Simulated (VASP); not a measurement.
The system is Sr2C.

```
C Sr
1.0
     0.00000    3.37009    3.37009
     3.37009    0.00000    3.37009
     3.37009    3.37009    0.00000
C Sr
1 2
Direct
  0.00000 0.00000 0.00000
  0.25000 0.25000 0.25000
  0.75000 0.75000 0.75000
```

```yaml
Program: VASP 6.6.1
Task: relaxation of cell and atoms
Functional: PBEsol
Potentials_or_basis: VASP PAW PBE potentials, release 64 (C, Sr_sv)
Cutoff: 600 eV
k_mesh: 6 × 6 × 6
Occupations: fermi-dirac, width 0.02 eV
Spin: no spin polarisation
```

At the start: pressure -1.8 GPa; volume 25.52 Å³/atom.

**Question.** Where does the relaxation end?

**Answer.** Over 3 steps the energy falls by 7.0 meV/atom and the volume is 24.31 Å³/atom (-4.7 %); space group Fm-3m (No. 225, to 0.1 Å) before and after.

Step by step:
| step | energy change (eV) | largest force (eV/Å) | pressure (GPa) | volume (Å³) |
| --- | --- | --- | --- | --- |
| 1 | 0.0000 | 0.0000 | -1.75 | 76.55 |
| 2 | -0.0204 | 0.0000 | -0.32 | 73.50 |
| 3 | -0.0211 | 0.0000 | -0.01 | 72.92 |

Final structure:
```
C Sr
1.0
     0.00000    3.31590    3.31590
     3.31590    0.00000    3.31590
     3.31590    3.31590    0.00000
C Sr
1 2
Direct
  0.00000 0.00000 0.00000
  0.25000 0.25000 0.25000
  0.75000 0.75000 0.75000
```

Caveat: the PAW data sets were made with another functional, which shifts forces and pressure a little.
